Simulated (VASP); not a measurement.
Here is a VASP 6.6.1 calculation.

INCAR

```
SYSTEM = BiB
  PREC = Accurate
  ENCUT = 520
  EDIFF = 1E-6
  ISMEAR = -1
  SIGMA = 0.02
  LREAL = .False.
  LASPH = .True.
  NELM = 100
  ALGO = Normal
  ISIF = 2
  LWAVE = .False.
  LCHARG = .False.
  GGA = PE
  NBANDS = 26
```

File KPOINTS:

```
Automatic mesh
0
Gamma
  12 12 4
  0 0 0
```

File POSCAR:

```
BiB
1.0
    3.8892803812      0.0000000000      0.0000000000
   -1.9446401906      3.3682156126      0.0000000000
    0.0000000000      0.0000000000      6.4061049652
B Bi
2 2
Direct
    0.3333333333      0.6666666667      0.0001118437
    0.6666666667      0.3333333333      0.5001118437
    0.3333333333      0.6666666667      0.3748881563
    0.6666666667      0.3333333333      0.8748881563
```

Potentials or basis: VASP PAW PBE potentials, release 64 (B, Bi_d).

The run is started by

```sh
$ cat potpaw_PBE.64/B/POTCAR potpaw_PBE.64/Bi_d/POTCAR > POTCAR
$ mpirun -np 1 vasp_std > vasp.out
```

(1) Estimate the pressure.

Results:

(1) 0.0 GPa.
